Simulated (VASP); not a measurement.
# HfSiO4 (Hafnon) (I4_1/amd) in VASP: settings compared, part 2 of 2

VASP 6.6.1. Earlier steps stand in the parts before.

## (5) Single point, PBEsol

This run uses another cell than the first one, of 11.16 Å³/atom, 1.023 times its volume.

INCAR reads:

```
PREC = Accurate
ENCUT = 600
EDIFF = 1E-6
ISMEAR = -1
SIGMA = 0.05
LREAL = F
LASPH = T
NELM = 120
ALGO = Normal
ISIF = 2
LWAVE = F
LCHARG = T
GGA = PS
LELF = T
LVHAR = T
NBANDS = 50
GGA_COMPAT = F
```

KPOINTS reads:

```
regular mesh
0
Gamma
  6 6 6
```

POSCAR reads:

```
HfSiO4
1.0
   -3.3294950908      3.3294950908      3.0208360784
    3.3294950908     -3.3294950908      3.0208360784
    3.3294950908      3.3294950908     -3.0208360784
Hf Si O
2 2 8
Direct
    0.0000000000      0.0000000000      0.0000000000
    0.7500000000      0.2500000000      0.5000000000
    0.5000000000      0.5000000000      0.0000000000
    0.2500000000      0.7500000000      0.5000000000
    0.6802000000      0.4957000000      0.8155000000
    0.2457000000      0.9302000000      0.3155000000
    0.6802000000      0.8647000000      0.1845000000
    0.6147000000      0.9302000000      0.6845000000
    0.0698000000      0.3853000000      0.3155000000
    0.5043000000      0.3198000000      0.1845000000
    0.0698000000      0.7543000000      0.6845000000
    0.1353000000      0.3198000000      0.8155000000
```

Potentials or basis: VASP PAW PBE potentials, release 64 (Hf_pv, Si, O).

The run is started by

```
$ cat potpaw_PBE.64/Hf_pv/POTCAR potpaw_PBE.64/Si/POTCAR potpaw_PBE.64/O/POTCAR > POTCAR
$ mpirun -np 1 vasp_std > vasp.out
```

OUTCAR:

```text
PREC = Accurate
   ENCUT = 600
   EDIFF = 1E-6
   ISMEAR = -1
   LREAL = F
   LASPH = T
   NELM = 120
   ISIF = 2
   GGA = PS

 ion  position               nearest neighbor table
   1  0.000  0.000  0.000-   6 2.14   8 2.14   9 2.14  11 2.14  10 2.29   5 2.29  12 2.29   7 2.29
                             3 3.02   3 3.02   2 3.66   2 3.66   2 3.66   2 3.66
   2  0.750  0.250  0.500-   5 2.14   7 2.14  10 2.14  12 2.14  11 2.29   6 2.29   9 2.29   8 2.29
                             4 3.02   4 3.02   1 3.66   1 3.66   1 3.66   1 3.66
   3  0.500  0.500  0.000-   5 1.64  10 1.64   7 1.64  12 1.64   1 3.02   1 3.02
   4  0.250  0.750  0.500-   6 1.64  11 1.64   9 1.64   8 1.64   2 3.02   2 3.02
   5  0.680  0.496  0.816-   3 1.64   2 2.14   1 2.29
   6  0.246  0.930  0.316-   4 1.64   1 2.14   2 2.29
   7  0.680  0.865  0.184-   3 1.64   2 2.14   1 2.29
   8  0.615  0.930  0.684-   4 1.64   1 2.14   2 2.29
   9  0.070  0.385  0.316-   4 1.64   1 2.14   2 2.29
  10  0.504  0.320  0.184-   3 1.64   2 2.14   1 2.29
  11  0.070  0.754  0.684-   4 1.64   1 2.14   2 2.29
  12  0.135  0.320  0.816-   3 1.64   2 2.14   1 2.29

  LATTYP: Found a body centered tetragonal cell.
 ALAT       =     6.6589901816
 C/A-ratio  =     0.9072955496

  Lattice vectors:

 A1 = (  -3.3294950908,   3.3294950908,   3.0208360784)
 A2 = (   3.3294950908,  -3.3294950908,   3.0208360784)
 A3 = (   3.3294950908,   3.3294950908,  -3.0208360784)

Analysis of symmetry for initial positions (statically):
=====================================================================
 Subroutine PRICEL returns:
 Original cell was already a primitive cell.

 Routine SETGRP: Setting up the symmetry group for a
 body centered tetragonal supercell.

 Subroutine GETGRP returns: Found 16 space group operations
 (whereof  8 operations were pure point group operations)
 out of a pool of 16 trial point group operations.

The static configuration has the point symmetry D_2d.
[... 165 lines left out ...]
   LRPA    =     F    only Hartree local field effects (RPA)
 non-spin polarized calculation
  energy-cutoff  :      600.00
  volume of cell :      133.95
 maximum number of plane-waves:      4492
 NGX is ok and might be reduce to    48
   NGX = 23   NGY = 23   NGZ = 23

 number of electron      76.0000003 magnetization

 Free energy of the ion-electron system (eV)
  ---------------------------------------------------
  ext. energy  EPLUGINS =         0.00000000
  ---------------------------------------------------
  free energy    TOTEN  =      -113.30139212 eV

  energy without entropy =     -113.30139212  energy(sigma->0) =     -113.30139212

 E-fermi :   3.9455     XC(G=0): -11.1622

 val. band max:        2.8709875416   @ k =   0.0000   0.0000   0.0000
 cond. band min:       7.9979857692   @ k =   0.3333   0.3333   0.1667
 fundamental gap:      5.1269982276
 Fermi energy:         3.9454893909

 k-point     1 :       0.0000    0.0000    0.0000
  band No.  band energies     occupation
      1     -26.5934      2.00000
      2     -26.5934      2.00000
      3     -26.5319      2.00000
      4     -26.5238      2.00000
      5     -26.4435      2.00000
      6     -26.4435      2.00000
[... 1261 lines left out ...]
     49      11.2458      0.00000
     50      12.1605      0.00000

 [... further k-points ...]

------------------------ aborting loop because EDIFF is reached ----------------------------------------

  FORCE on cell =-STRESS in cart. coord.  units (eV):
  Direction    XX          YY          ZZ          XY          YZ          ZX
  --------------------------------------------------------------------------------------
  -------------------------------------------------------------------------------------
  Total       -7.4650266     -7.4650266     -8.2014370      0.0000000      0.0000000      0.0000000
  in kB      -89.2890154    -89.2890154    -98.0972040      0.0000000      0.0000000      0.0000000
  external PRESSURE =     -92.2250783 kB  Pullay stress =       0.0000000 kB

 VOLUME and BASIS-vectors are now :
 -----------------------------------------------------------------------------
  energy-cutoff  :      600.00
  volume of cell :      133.95
      direct lattice vectors                 reciprocal lattice vectors
    -3.329495091  3.329495091  3.020836078     0.000000000  0.150172920  0.165517091
     3.329495091 -3.329495091  3.020836078     0.150172920  0.000000000  0.165517091
     3.329495091  3.329495091 -3.020836078     0.150172920  0.150172920  0.000000000

 POSITION                                       TOTAL-FORCE (eV/Angst)
 -----------------------------------------------------------------------------------
      0.00000      0.00000      0.00000        -0.000000     -0.000000     -0.000000
      0.00000      3.32950      1.51042        -0.000000     -0.000000     -0.000000
      0.00000      0.00000      3.02084        -0.000000     -0.000000     -0.000000
      3.32950      0.00000      1.51042        -0.000000     -0.000000     -0.000000
      2.10091      3.32950      1.08871        -0.154780     -0.000000      0.317032
      3.32950     -1.22858      2.59913         0.000000     -0.154780      0.317032
      1.22858      0.00000      4.10955         0.154780     -0.000000      0.317032
      3.32950      1.22858      2.59913         0.000000      0.154780      0.317032
      2.10091      0.00000      0.42171        -0.154780     -0.000000     -0.317032
      0.00000      1.22858      1.93213        -0.000000      0.154780     -0.317032
      4.55808      0.00000      0.42171         0.154780     -0.000000     -0.317032
      3.32950      2.10091     -1.08871        -0.000000     -0.154780     -0.317032
 -----------------------------------------------------------------------------------
    total drift:                               -0.000000     -0.000000      0.000000

  FREE ENERGIE OF THE ION-ELECTRON SYSTEM (eV)
  ---------------------------------------------------
  free  energy   TOTEN  =      -113.3013921210 eV

  energy  without entropy=     -113.3013921209  energy(sigma->0) =     -113.30139212
```

OSZICAR:

```text
N       E                     dE             d eps       ncg     rms          rms(c)
DAV:   1     0.487722822838E+03    0.48772E+03   -0.45318E+04  3000   0.165E+03
DAV:   2    -0.965607945290E+02   -0.58428E+03   -0.56691E+03  3682   0.384E+02
DAV:   3    -0.128413636822E+03   -0.31853E+02   -0.31690E+02  3640   0.851E+01
DAV:   4    -0.128836261708E+03   -0.42262E+00   -0.42188E+00  3872   0.107E+01
DAV:   5    -0.128841584517E+03   -0.53228E-02   -0.53205E-02  3800   0.113E+00    0.675E+01
DAV:   6    -0.113591634991E+03    0.15250E+02   -0.61604E+01  3438   0.346E+01    0.555E+01
DAV:   7    -0.113384185802E+03    0.20745E+00   -0.31042E+00  3788   0.827E+00    0.387E+01
DAV:   8    -0.113352797517E+03    0.31388E-01   -0.59385E-01  3648   0.453E+00    0.106E+01
DAV:   9    -0.113301590448E+03    0.51207E-01   -0.20320E-01  3398   0.232E+00    0.290E+00
DAV:  10    -0.113301536100E+03    0.54348E-04   -0.11097E-02  3792   0.542E-01    0.592E-01
DAV:  11    -0.113301308488E+03    0.22761E-03   -0.13075E-03  3622   0.180E-01    0.347E-01
DAV:  12    -0.113301375672E+03   -0.67184E-04   -0.15076E-04  3664   0.575E-02    0.992E-02
DAV:  13    -0.113301392038E+03   -0.16367E-04   -0.19417E-05  3872   0.235E-02    0.425E-02
DAV:  14    -0.113301392121E+03   -0.82473E-07   -0.10272E-06  2358   0.541E-03
   1 F= -.11330139E+03 E0= -.11330139E+03  d E =-.321578E-10
```

Run time: 3.9 min. Hardware: 1 thread of Intel Xeon Platinum 8488C (Sapphire Rapids), shared host; peak memory 0.43 GiB.

Results:

```yaml
Free_energy: -113.3014 eV
Pressure: -9.2 GPa
Largest_force: 0.353 eV/Å
Band_gap_on_the_k_mesh: 5.13 eV, indirect (least direct gap 5.47 eV)
```

Forces in eV/Å, atoms in the order of the input:
```
Hf   0.000  0.000  0.000
Hf   0.000  0.000  0.000
Si   0.000  0.000  0.000
Si   0.000  0.000  0.000
O   -0.155  0.000  0.317
O    0.000 -0.155  0.317
O    0.155  0.000  0.317
O    0.000  0.155  0.317
O   -0.155  0.000 -0.317
O    0.000  0.155 -0.317
O    0.155  0.000 -0.317
O    0.000 -0.155 -0.317
```

Caveat: the PAW data sets were made with another functional, which shifts forces and pressure a little; spin-orbit coupling is left out, which moves the levels of the heavy elements. A k mesh can miss the band edges.

## (6) The runs side by side

```tsv
level	cell	k mesh	cutoff (eV)	gap on the mesh (eV)	pressure (GPa)	largest force (eV/Å)
RPBE+D4	a = 5.552 Å, angles 107.1, 107.1, 114.4°, 12 atoms	6 × 6 × 6	520	5.41	-2.0	0.15
PBE	a = 5.490 Å, angles 106.5, 106.5, 115.7°, 12 atoms	5 × 5 × 5	600	5.52	10.7	0.19
PBEsol	a = 5.558 Å, angles 107.0, 107.0, 114.6°, 12 atoms	6 × 6 × 6	600	5.22	-5.0	0.50
PBEsol	a = 5.594 Å, angles 107.0, 107.0, 114.6°, 12 atoms	6 × 6 × 6	600	5.13	-9.2	0.35
```

Alike in all rows: task single point; potentials or basis VASP PAW PBE potentials, release 64 (Hf_pv, Si, O); no spin polarisation; smearing fermi-dirac 0.05 eV.

Caveats: spin-orbit coupling is left out, which moves the levels of the heavy elements; the PAW data sets were made with another functional, which shifts forces and pressure a little (some runs).

Total energies depend on the potentials used, so only differences within one code and one set of settings carry meaning.
